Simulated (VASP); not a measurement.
Here is a VASP 6.6.1 calculation.

File INCAR:

```
  PREC = Accurate
  ENCUT = 520
  EDIFF = 1E-6
  ISMEAR = 0
  SIGMA = 0.15
  LREAL = F
  LASPH = T
  NELM = 80
  ALGO = Normal
  ISIF = 2
  LWAVE = F
  LCHARG = F
  GGA = PS
  NBANDS = 16
```

File KPOINTS:

```
regular mesh
0
Gamma
  18 18 16
```

POSCAR

```
TiO
1.0
    2.6492000000      0.0000000000      0.0000000000
   -1.3246000000      2.2942744997      0.0000000000
    0.0000000000      0.0000000000      2.5703000000
Ti O
1 1
Direct
    0.6666666667      0.3333333333      0.0000000000
    0.0000000000      0.0000000000      0.5000000000
```

Potentials or basis: VASP PAW PBE potentials, release 64 (Ti_sv, O).

Command:

```console
$ cat potpaw_PBE.64/Ti_sv/POTCAR potpaw_PBE.64/O/POTCAR > POTCAR
$ mpirun -np 1 vasp_std > vasp.out
```

(1) Estimate the band gap on the k mesh.

(2) What does it give for the pressure?

Answers

(1) zero (bands 9 and 10 overlap by 0.13 eV).

(2) 75.2 GPa.

Caveat: the cell stands under pressure; the PAW data sets were made with another functional, which shifts forces and pressure a little; semilocal functionals often make such compounds metallic where correlation or magnetic order opens a gap, which also shifts bond lengths.
